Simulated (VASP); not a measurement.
## PbF2: single point with PBE

PbF2:

```
Pb F
1.0
     0.00000    2.99987    2.99987
     2.99987    0.00000    2.99987
     2.99987    2.99987    0.00000
Pb F
1 2
Direct
  0.00000 0.00000 0.00000
  0.75000 0.75000 0.75000
  0.25000 0.25000 0.25000
```

* Program: VASP 6.6.1
* Task: single point
* Functional: PBE
* Potentials or basis: VASP PAW PBE potentials, release 64 (Pb_d, F)
* Cutoff: 520 eV
* k mesh: 6 × 6 × 6
* Occupations: gaussian, width 0.02 eV
* Spin: no spin polarisation
* Dipole correction: no
* Further INCAR settings: ALGO = Normal; EDIFF = 1e-07; NBANDS = 21

```yaml
Pressure: -0.2 GPa
Band_gap_on_the_k_mesh: 4.43 eV, indirect (least direct gap 4.56 eV)
```

Levels at points of the mesh, in eV from the valence-band top:
```tsv
k point	band 11	band 12	band 13	band 14	band 15	band 16	band 17	band 18
(0.00, 0.00, 0.00)	-2.23	-1.75	-1.75	-1.75	6.74	6.74	6.74	10.55
(0.50, 0.00, 0.00)	-2.41	-1.92	-1.92	0.00	5.04	7.56	7.56	13.17
(0.50, 0.50, 0.00)	-1.35	-1.35	-1.34	-0.13	4.43	7.77	7.77	9.05
```

It took 16 s on 1 thread of AMD EPYC 7R43 64-Core Processor (Zen 3) (shared host), peak memory 0.14 GiB.

Caveat: spin-orbit coupling is left out, which moves the levels of the heavy elements. A hybrid or GW would open this gap; PBE tends to underestimate it.
